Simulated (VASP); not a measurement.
Input of a VASP 6.6.1 run:

Contents of INCAR:

```
SYSTEM = BaSc2Nb2
ALGO = Fast
EDIFF = 1E-6
ENCUT = 520
GGA = PE
ISIF = 2
ISMEAR = 0
LASPH = .True.
LCHARG = .False.
LREAL = .False.
LWAVE = .False.
NBANDS = 37
NELM = 100
PREC = Accurate
SIGMA = 0.1
```

The input KPOINTS:

```
k-points
0
Gamma
  6 6 6
  0 0 0
```

File POSCAR:

```
BaSc2Nb2
1.0
   -2.1603762747      2.1603762747      5.6683139881
    2.1603762747     -2.1603762747      5.6683139881
    2.1603762747      2.1603762747     -5.6683139881
Ba Sc Nb
1 2 2
Direct
    0.0000000000      0.0000000000      0.0000000000
    0.2500000000      0.7500000000      0.5000000000
    0.7500000000      0.2500000000      0.5000000000
    0.6260000000      0.6260000000      0.0000000000
    0.3740000000      0.3740000000      0.0000000000
```

Potentials or basis: VASP PAW PBE potentials, release 64 (Ba_sv, Sc_sv, Nb_sv).

Run with:

```sh
$ cat potpaw_PBE.64/Ba_sv/POTCAR potpaw_PBE.64/Sc_sv/POTCAR potpaw_PBE.64/Nb_sv/POTCAR > POTCAR
$ mpirun -np 1 vasp_std > vasp.out
```

**Question.** What does it give for the pressure?

**Answer.** 20.0 GPa.

**Question.** Estimate the largest force.

**Answer.** 2.486 eV/Å.

**Question.** What does it give for the band gap on the k mesh?

**Answer.** Zero (bands 29 and 30 overlap by 0.25 eV).

Stress tensor (GPa, compression positive):
```
22.46  0.00  0.00
 0.00 22.46  0.00
 0.00  0.00 15.02
```

Caveat: the stress differs along the axes, from 15 to 22 GPa; spin-orbit coupling is left out, which moves the levels of the heavy elements; forces of over 1 eV/Å act on the atoms, so gaps and moduli don't describe the material at rest.
